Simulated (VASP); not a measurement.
Si2W, 6 atoms in the cell. It takes space group Fd-3m (No. 227, cubic). Conventional cell: a = 6.826 Å, b = 6.826 Å, c = 6.826 Å, α = 90.00°, β = 90.00°, γ = 90.00°. Si (site symmetry -3m) has 6 Si at 2.41 Å and 6 W at 2.83 Å within 3.2 Å. W (site symmetry -43m) has 12 Si at 2.83 Å and 4 W at 2.96 Å within 3.7 Å. 

* Program: VASP 6.6.1
* Task: single point
* Functional: PBE
* Potentials or basis: VASP PAW PBE potentials, release 64 (Si, W_sv)
* Cutoff: 520 eV
* k mesh: 4 × 4 × 4
* Occupations: gaussian, width 0.1 eV
* Spin: no spin polarisation
* Dipole correction: no
* Further INCAR settings: ALGO = Normal; EDIFF = 1e-07; NBANDS = 31

Potentials or basis: VASP PAW PBE potentials, release 64 (Si, W_sv).

The run is started by

```console
$ cat potpaw_PBE.64/Si/POTCAR potpaw_PBE.64/W_sv/POTCAR > POTCAR
$ mpirun -np 1 vasp_std > vasp.out
```

Hardware: 1 thread of AMD EPYC 9R14 (Zen 4), on a shared host.

Task: Estimate the wall time of this run.

Result: Wall time 30 s on 1 thread of AMD EPYC 9R14 (Zen 4) (shared host), peak memory 0.17 GiB. Counts: scf iterations 15, k points 8.
